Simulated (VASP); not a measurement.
# InP (I4/mmm) in VASP: further runs

The runs below take InP through single point, with PBEsol.

All numbers are computed with VASP 6.6.1; they aren't measurements. Logs are shortened: lines on timing, memory, paths and dates and some standing lists are left out, and cuts for length are marked.

## 1. The cell of the first run

It takes space group I4/mmm (No. 139, tetragonal). The conventional cell has a = 3.911 Å, b = 3.911 Å, c = 6.085 Å, α = 90.00°, β = 90.00°, γ = 90.00°. Within 3.6 Å of In (site symmetry 4/mmm) lie 6 P at 2.77 to 3.04 Å. Within 3.6 Å of P (site symmetry 4/mmm) lie 6 In at 2.77 to 3.04 Å.

## 2. Single point, PBEsol

File INCAR:

```
ALGO = Normal
EDIFF = 1E-6
ENCUT = 520
GGA = PS
ISIF = 2
ISMEAR = 0
LASPH = T
LCHARG = F
LREAL = F
LWAVE = F
NBANDS = 16
NELM = 80
PREC = Accurate
SIGMA = 0.15
```

File KPOINTS:

```
k-points
0
Gamma
  16 16 16
```

File POSCAR:

```
InP
1.0
    0.0000000000      2.7657221691      3.0422943860
    2.7657221691      0.0000000000      3.0422943860
    2.7657221691      2.7657221691      0.0000000000
In P
1 1
Direct
    0.0000000000      0.0000000000      0.0000000000
    0.5000000000      0.5000000000      0.5000000000
```

Potentials or basis: VASP PAW PBE potentials, release 64 (In_d, P).

Launch:

```
> cat potpaw_PBE.64/In_d/POTCAR potpaw_PBE.64/P/POTCAR > POTCAR
> mpirun -np 1 vasp_std > vasp.out
```

OUTCAR:

```text
EDIFF = 1E-6
   ENCUT = 520
   GGA = PS
   ISIF = 2
   ISMEAR = 0
   LASPH = T
   LREAL = F
   NELM = 80
   PREC = Accurate

 ion  position               nearest neighbor table
   1  0.000  0.000  0.000-   2 2.77   2 2.77   2 2.77   2 2.77   2 3.04   2 3.04
   2  0.500  0.500  0.500-   1 2.77   1 2.77   1 2.77   1 2.77   1 3.04   1 3.04

  LATTYP: Found a body centered tetragonal cell.
 ALAT       =     3.9113218013
 C/A-ratio  =     1.5556349186

  Lattice vectors:

 A1 = (  -2.7657221691,   0.0000000000,   3.0422943860)
 A2 = (   2.7657221691,   0.0000000000,   3.0422943860)
 A3 = (   0.0000000000,   2.7657221691,  -3.0422943860)

Analysis of symmetry for initial positions (statically):
=====================================================================
 Subroutine PRICEL returns:
 Original cell was already a primitive cell.

 Routine SETGRP: Setting up the symmetry group for a
 body centered tetragonal supercell.

 Subroutine GETGRP returns: Found 16 space group operations
 (whereof 16 operations were pure point group operations)
 out of a pool of 16 trial point group operations.

The static configuration has the point symmetry D_4h.

Analysis of symmetry for dynamics (positions and initial velocities):
=====================================================================
 Subroutine PRICEL returns:
 Original cell was already a primitive cell.

 Routine SETGRP: Setting up the symmetry group for a
 body centered tetragonal supercell.

 Subroutine GETGRP returns: Found 16 space group operations
 (whereof 16 operations were pure point group operations)
 out of a pool of 16 trial point group operations.

The dynamic configuration has the point symmetry D_4h.

 Subroutine INISYM returns: Found 16 space group operations
 (whereof 16 operations are pure point group operations),
 and found     1 'primitive' translations

----------------------------------------------------------------------------------------

                                     Primitive cell

  volume of cell :      46.5424

  direct lattice vectors                    reciprocal lattice vectors
     0.000000000  2.765722169  3.042294386    -0.180784609  0.180784609  0.164349644
     2.765722169  0.000000000  3.042294386     0.180784609 -0.180784609  0.164349644
     2.765722169  2.765722169  0.000000000     0.180784609  0.180784609 -0.164349644

  length of vectors
     4.111541590  4.111541590  3.911321801     0.303935774  0.303935774  0.303935774

  position of ions in fractional coordinates (direct lattice)
     0.000000000  0.000000000  0.000000000
     0.500000000  0.500000000  0.500000000

  ion indices of the primitive-cell ions
   primitive index   ion index
                 1           1
                 2           2

----------------------------------------------------------------------------------------

 KPOINTS: k-points

Automatic generation of k-mesh.
 Grid dimensions read from file:
 generate k-points for:   16   16   16

 Generating k-lattice:

  Cartesian coordinates                     Fractional coordinates (reciprocal lattice)
    -0.011299038  0.011299038  0.010271853     0.062500000 -0.000000000  0.000000000
     0.011299038 -0.011299038  0.010271853    -0.000000000  0.062500000  0.000000000
     0.011299038  0.011299038 -0.010271853     0.000000000  0.000000000  0.062500000

  Length of vectors
     0.018995986  0.018995986  0.018995986

  Shift w.r.t. Gamma in fractional coordinates (k-lattice)
     0.000000000  0.000000000  0.000000000

 Subroutine IBZKPT returns following result:
 ===========================================

 Found    349 irreducible k-points:

 Following reciprocal coordinates:
            Coordinates               Weight
  0.000000  0.000000  0.000000      1.000000
  0.062500  0.000000  0.000000      8.000000
  0.125000  0.000000  0.000000      8.000000
  0.187500  0.000000  0.000000      8.000000
  0.250000  0.000000  0.000000      8.000000
  0.312500  0.000000  0.000000      8.000000
[... 16 lines left out ...]
 -0.125000  0.062500  0.000000      8.000000
 -0.062500  0.062500  0.000000      4.000000
 [... further k-points ...]
   k-points           NKPTS =    349   k-points in BZ     NKDIM =    349   number of bands    NBANDS=     16
   number of dos      NEDOS =    301   number of ions     NIONS =      2
   total plane-waves  NPLWV =  30720
   dimension x,y,z NGX =    32 NGY =   32 NGZ =   30
   dimension x,y,z NGXF=    64 NGYF=   64 NGZF=   60
   ions per type =               1   1
   NGX,Y,Z   is equivalent  to a cutoff of  12.94, 12.94, 12.75 a.u.
   NGXF,Y,Z  is equivalent  to a cutoff of  25.88, 25.88, 25.50 a.u.
 SYSTEM =  unknown system
   PREC   = accura    normal or accurate (medium, high low for compatibility)
   ISTART =      0    job   : 0-new  1-cont  2-samecut
   ICHARG =      2    charge: 1-file 2-atom 10-const
   ISPIN  =      1    spin polarized calculation?
   LNONCOLLINEAR =      F non collinear calculations
   LSORBIT =      F    spin-orbit coupling
   LASPH  =      T    aspherical Exc in radial PAW
   ENCUT  =  520.0 eV  38.22 Ry    6.18 a.u.   7.64  7.64  7.27*2*pi/ulx,y,z
   NELM   =     80;   NELMIN=  2; NELMDL= -5     # of ELM steps
   EDIFF  = 0.1E-05   stopping-criterion for ELM
   LREAL  =      F    real-space projection
   EDIFFG = 0.1E-04   stopping-criterion for IOM
   NSW    =      0    number of steps for IOM
   IBRION =     -1    ionic relax: 0-MD 1-quasi-New 2-CG
   NFREE  =      0    steps in history (QN), initial steepest desc. (CG)
   ISIF   =      2    stress and relaxation
   ISYM   =      2    0-nonsym 1-usesym 2-fastsym
   POTIM  = 0.5000    time-step for ionic-motion
   TEBEG  =    0.0;   TEEND  =   0.0 temperature during run
   PSTRESS=    0.0 pullay stress
   NELECT =      18.0000    total number of electrons
   NUPDOWN=      -1.0000    fix difference up-down
   EMIN   =  10.00;   EMAX   =-10.00  energy-range for DOS
   EFERMI =   0.00;   METHOD = LEGACY
   ISMEAR =     0;   SIGMA  =   0.15  broadening in eV -4-tet -1-fermi 0-gaus
   EFERMI_NEDOS =   21; number of points for ismear=-14 and -15
   IALGO  =     38    algorithm
   IMIX   =      4    mixing-type and parameters
     AMIX     =   0.40;   BMIX     =  1.00
     AMIX_MAG =   1.60;   BMIX_MAG =  1.00
  volume/ion in A,a.u.               =      23.27       157.04
  Fermi-wavevector in a.u.,A,eV,Ry     =   1.192750  2.253971 19.356375  1.422653
  Thomas-Fermi vector in A             =   2.328781
   LORBIT       =      0    0 simple, 1 ext, 2 COOP (PROOUT), +10 PAW based schemes
   GGA     = PS    functional components
   LHFCALC =     F    Hartree Fock is set to
   AEXX    =    0.0000 exact exchange contribution
   IVDW    =     0    specifies the selected vdW correction
   LEPSILON=     F    determine dielectric tensor
   LRPA    =     F    only Hartree local field effects (RPA)
 non-spin polarized calculation
 Gauss-broadening in eV      SIGMA  =   0.15
  energy-cutoff  :      520.00
  volume of cell :       46.54
 maximum number of plane-waves:      1275
   NGX = 15   NGY = 15   NGZ = 15

 number of electron      17.9999999 magnetization

 Free energy of the ion-electron system (eV)
  ---------------------------------------------------
  ext. energy  EPLUGINS =         0.00000000
  ---------------------------------------------------
  free energy    TOTEN  =        -8.58612481 eV

  energy without entropy =       -8.57010008  energy(sigma->0) =       -8.57811244

 E-fermi :   5.8675     XC(G=0): -10.1253

 val. band max:        5.8534796521   @ k =   0.1875   0.0000   0.0000
 cond. band min:       5.8684041861   @ k =   0.4375   0.0000   0.0625
 fundamental gap:      0.0149245341
 Fermi energy:         5.8675293471

 k-point     1 :       0.0000    0.0000    0.0000
  band No.  band energies     occupation
      1      -8.2438      2.00000
      2      -8.2169      2.00000
      3      -8.2135      2.00000
      4      -8.1853      2.00000
      5      -8.1853      2.00000
      6      -5.5473      2.00000
[... 8 lines left out ...]
     15      14.3568      0.00000
     16      14.6295      0.00000

 k-point     2 :       0.0625    0.0000    0.0000
  band No.  band energies     occupation
      1      -8.2433      2.00000
      2      -8.2155      2.00000
      3      -8.2149      2.00000
      4      -8.1853      2.00000
      5      -8.1838      2.00000
      6      -5.5042      2.00000
[... 8 lines left out ...]
     15      14.1269      0.00000
     16      14.3219      0.00000

 k-point     3 :       0.1250    0.0000    0.0000
  band No.  band energies     occupation
      1      -8.2431      2.00000
      2      -8.2216      2.00000
      3      -8.2081      2.00000
      4      -8.1850      2.00000
      5      -8.1794      2.00000
      6      -5.3760      2.00000
[... 8 lines left out ...]
     15      13.7374      0.00000
     16      14.1235      0.00000

 k-point     4 :       0.1875    0.0000    0.0000
  band No.  band energies     occupation
      1      -8.2449      2.00000
      2      -8.2311      2.00000
      3      -8.1994      2.00000
      4      -8.1816      2.00000
      5      -8.1723      2.00000
      6      -5.1662      2.00000
[... 8 lines left out ...]
     15      13.9948      0.00000
     16      14.0633      0.00000
[... 324 lines left out ...]
 k-point    22 :      -0.1875    0.0625    0.0000
  band No.  band energies     occupation
      1      -8.2421      2.00000
      2      -8.2391      2.00000
      3      -8.1942      2.00000
      4      -8.1729      2.00000
      5      -8.1708      2.00000
      6      -5.0245      2.00000
[... 8 lines left out ...]
     15      13.8579      0.00000
     16      14.7876      0.00000

 k-point    23 :      -0.1250    0.0625    0.0000
  band No.  band energies     occupation
      1      -8.2369      2.00000
      2      -8.2311      2.00000
      3      -8.1942      2.00000
      4      -8.1881      2.00000
      5      -8.1777      2.00000
      6      -5.2661      2.00000
[... 8 lines left out ...]
     15      13.5727      0.00000
     16      14.2268      0.00000

 k-point    24 :      -0.0625    0.0625    0.0000
  band No.  band energies     occupation
      1      -8.2382      2.00000
      2      -8.2219      2.00000
      3      -8.2064      2.00000
      4      -8.1878      2.00000
      5      -8.1822      2.00000
      6      -5.4277      2.00000
[... 8 lines left out ...]
     15      13.4289      0.00000
     16      13.9476      0.00000

 [... further k-points ...]
[... 5 lines left out ...]
  --------------------------------------------------------------------------------------
  -------------------------------------------------------------------------------------
  Total       -1.6834293     -1.6834293     -2.9199564      0.0000000      0.0000000      0.0000000
  in kB      -57.9504917    -57.9504917   -100.5167925      0.0000000      0.0000000      0.0000000
  external PRESSURE =     -72.1392586 kB  Pullay stress =       0.0000000 kB

 VOLUME and BASIS-vectors are now :
 -----------------------------------------------------------------------------
  energy-cutoff  :      520.00
  volume of cell :       46.54
      direct lattice vectors                 reciprocal lattice vectors
     0.000000000  2.765722169  3.042294386    -0.180784609  0.180784609  0.164349644
     2.765722169  0.000000000  3.042294386     0.180784609 -0.180784609  0.164349644
     2.765722169  2.765722169  0.000000000     0.180784609  0.180784609 -0.164349644

 POSITION                                       TOTAL-FORCE (eV/Angst)
 -----------------------------------------------------------------------------------
      0.00000      0.00000      0.00000         0.000000      0.000000      0.000000
      2.76572      2.76572      3.04229        -0.000000     -0.000000     -0.000000
 -----------------------------------------------------------------------------------
    total drift:                                0.000000     -0.000000     -0.000000

  FREE ENERGIE OF THE ION-ELECTRON SYSTEM (eV)
  ---------------------------------------------------
  free  energy   TOTEN  =        -8.5861248081 eV

  energy  without entropy=       -8.5701000751  energy(sigma->0) =       -8.57811244
```

Wall time 1.7 min (1 thread of Intel Xeon 6975P-C (Granite Rapids), shared host); peak memory 0.37 GiB.

What came out:

```
Free energy            : -8.5861 eV
Pressure               : -7.2 GPa
Band gap on the k mesh : zero (band 9 reaches 6.25 eV, above the bottom of band 10 at 4.00 eV)
```

Caveat: the PAW data sets were made with another functional, which shifts forces and pressure a little; spin-orbit coupling is left out, which moves the levels of the heavy elements.

## 3. Single point, PBEsol

This run uses another cell than the first one, of the same volume but with other edges.

File INCAR:

```
SYSTEM = InP
PREC     = Accurate       ! precision mode
ENCUT    = 520            ! plane-wave cutoff, eV
EDIFF    = 1E-7           ! SCF threshold, eV
ISMEAR   = 0              ! smearing method
SIGMA    = 0.15           ! smearing width, eV
LREAL    = .FALSE.        ! projectors in reciprocal space
LASPH    = .TRUE.         ! aspherical terms in the spheres
NELM     = 80             ! most SCF steps
ALGO     = Normal         ! electronic algorithm
ISIF     = 2              ! what is computed and relaxed
LWAVE    = .FALSE.        ! write WAVECAR
LCHARG   = .FALSE.        ! write CHGCAR
GGA      = PS             ! functional
NBANDS   = 16             ! bands
```

File KPOINTS:

```
regular mesh
0
G
  16 16 16
  0 0 0
```

File POSCAR:

```
InP
1.0
    0.0000000000      3.2958567472      2.1423068857
    3.2958567472      0.0000000000      2.1423068857
    3.2958567472      3.2958567472      0.0000000000
In P
1 1
Direct
    0.0000000000      0.0000000000      0.0000000000
    0.5000000000      0.5000000000      0.5000000000
```

Potentials or basis: VASP PAW PBE potentials, release 64 (In_d, P).

Launch:

```
> cat potpaw_PBE.64/In_d/POTCAR potpaw_PBE.64/P/POTCAR > POTCAR
> mpirun -np 1 vasp_std > vasp.out
```

Wall time 2.7 min (1 thread of Intel Xeon 6975P-C (Granite Rapids), shared host); peak memory 0.37 GiB.

Results (log left out):

```yaml
Free_energy: -6.3973 eV
Pressure: 19.0 GPa
Band_gap_on_the_k_mesh: zero (band 9 reaches 6.06 eV, above the bottom of band 10 at 4.42 eV)
```

Stress tensor (GPa, compression positive):
```
-4.80  0.00  0.00
 0.00 -4.80  0.00
 0.00  0.00 66.56
```

Levels at points of the mesh, in eV from the Fermi level:
```
           k point  band 5  band 6  band 7  band 8  band 9  band 10  band 11  band 12  band 13  band 14
(0.00, 0.00, 0.00)  -14.74  -11.45   -2.95    0.00    0.00     1.42     5.74     5.74     6.57     6.97
(0.50, 0.00, 0.00)  -14.75  -10.36   -6.91   -0.48   -0.27     0.97     1.73     8.40     8.40     8.81
(0.50, 0.50, 0.00)  -14.71   -8.62   -4.55   -3.48   -3.48    -1.50     2.86     8.52     8.52    10.25
(0.50, 0.00, 0.50)  -14.75   -9.94   -4.83   -3.69    0.08     0.15     5.22     5.75     7.81     8.51
```

Caveat: the PAW data sets were made with another functional, which shifts forces and pressure a little; spin-orbit coupling is left out, which moves the levels of the heavy elements.

## 4. Single point, PBEsol

This run uses another cell than the first one, of the same volume but with other edges.

File INCAR:

```
SYSTEM = InP
PREC = Accurate ; ENCUT = 520
EDIFF = 1E-6 ; ISMEAR = 0
SIGMA = 0.15 ; LREAL = .FALSE.
LASPH = .TRUE. ; NELM = 80
ALGO = Normal ; ISIF = 2
LWAVE = .FALSE. ; LCHARG = .FALSE.
GGA = PS ; NBANDS = 16
```

KPOINTS is that of step 3.

File POSCAR:

```
InP
1.0
    0.0000000000      2.4940722268      3.7411083402
    2.4940722268      0.0000000000      3.7411083402
    2.4940722268      2.4940722268      0.0000000000
In P
1 1
Direct
    0.0000000000      0.0000000000      0.0000000000
    0.5000000000      0.5000000000      0.5000000000
```

Launch:

```
> cat potpaw_PBE.64/In_d/POTCAR potpaw_PBE.64/P/POTCAR > POTCAR
> mpirun -np 1 vasp_std > vasp.out
```

Run time: 2.2 min. Hardware: 1 thread of Intel Xeon 6975P-C (Granite Rapids), shared host; peak memory 0.38 GiB.

The run converged. Its results:

```yaml
Free_energy: -7.9611 eV
Pressure: 7.6 GPa
Band_gap_on_the_k_mesh: zero (band 9 reaches 7.01 eV, above the bottom of band 10 at 4.86 eV)
```

Stress tensor (GPa, compression positive):
```
14.00  0.00  0.00
 0.00 14.00  0.00
 0.00  0.00 -5.25
```

Levels at points of the mesh, in eV from the Fermi level:
```
           k point  band 7  band 8  band 9  band 10  band 11  band 12
(0.00, 0.00, 0.00)   -1.16   -1.16   -1.01     1.00     4.80     5.81
(0.50, 0.00, 0.00)   -6.99   -0.74    1.08     1.16     4.34     4.68
(0.50, 0.50, 0.00)   -4.38   -1.50   -1.50     0.66     5.05     7.04
(0.50, 0.00, 0.50)   -5.07   -4.58   -3.05    -0.53     4.20     4.92
```

Caveat: the PAW data sets were made with another functional, which shifts forces and pressure a little; spin-orbit coupling is left out, which moves the levels of the heavy elements.

[end of part 1 of 2]
